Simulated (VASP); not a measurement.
Wanted: the native input for a VASP 6.6.1 run.

```yaml
Task: single point
Functional: r2SCAN
Potentials_or_basis: VASP PAW PBE potentials, release 64 (Mg, I)
Cutoff: 660 eV
k_mesh: 6 × 6 × 4
Occupations: fermi-dirac, width 0.001 eV
Spin: no spin polarisation
Dipole_correction: no
Further_INCAR_settings: ALGO = Normal; EDIFF = 1e-06; NBANDS = 15
```

Crystal: MgI2.

```
CELL_PARAMETERS angstrom
4.15721 0.00000 0.00000
-2.07861 3.60025 0.00000
0.00000 0.00000 6.87333
ATOMIC_POSITIONS crystal
Mg 0.00000 0.00000 0.00000
I 0.33333 0.66667 0.24262
I 0.66667 0.33333 0.75738
```

These files were run (other wordings do the same):

POSCAR

```
MgI2
1.0
    4.1572130612      0.0000000000      0.0000000000
   -2.0786065306      3.6002521199      0.0000000000
    0.0000000000      0.0000000000      6.8733253065
Mg I
1 2
Direct
    0.0000000000      0.0000000000      0.0000000000
    0.3333333333      0.6666666667      0.2426220900
    0.6666666667      0.3333333333      0.7573779100
```

INCAR.step1

```
ALGO = Normal
EDIFF = 1E-5
ENCUT = 660
GGA = PE
GGA_COMPAT = False
ISMEAR = -1
LASPH = True
LCHARG = False
LREAL = False
LWAVE = True
NBANDS = 15
NELM = 120
PREC = Accurate
SIGMA = 0.001
```

INCAR.step2

```
ALGO = Normal
EDIFF = 1E-6
ENCUT = 660
GGA_COMPAT = False
ISIF = 2
ISMEAR = -1
ISTART = 1
LASPH = True
LCHARG = True
LELF = True
LMIXTAU = True
LREAL = False
LVHAR = True
LWAVE = False
METAGGA = R2SCAN
NBANDS = 15
NELM = 120
PREC = Accurate
SIGMA = 0.001
```

KPOINTS

```
k-points
0
Gamma
  6 6 4
```

Potentials or basis: VASP PAW PBE potentials, release 64 (Mg, I).

Command:

```sh
$ cat potpaw_PBE.64/Mg/POTCAR potpaw_PBE.64/I/POTCAR > POTCAR
$ cp INCAR.step1 INCAR
$ mpirun -np 1 vasp_std > vasp.out
$ cp INCAR.step2 INCAR
$ mpirun -np 1 vasp_std > vasp.out
```

It gave:

* Pressure: 0.5 GPa
* Largest force: 0.044 eV/Å
* Band gap on the k mesh: 4.10 eV, indirect (least direct gap 4.48 eV)

Caveat: the PAW data sets were made with another functional, which shifts forces and pressure a little; spin-orbit coupling is left out, which moves the levels of the heavy elements.

It took 110 s on 1 thread of AMD EPYC 9R45 96-Core Processor (Zen 5), with other jobs on the host, peak memory 0.28 GiB.
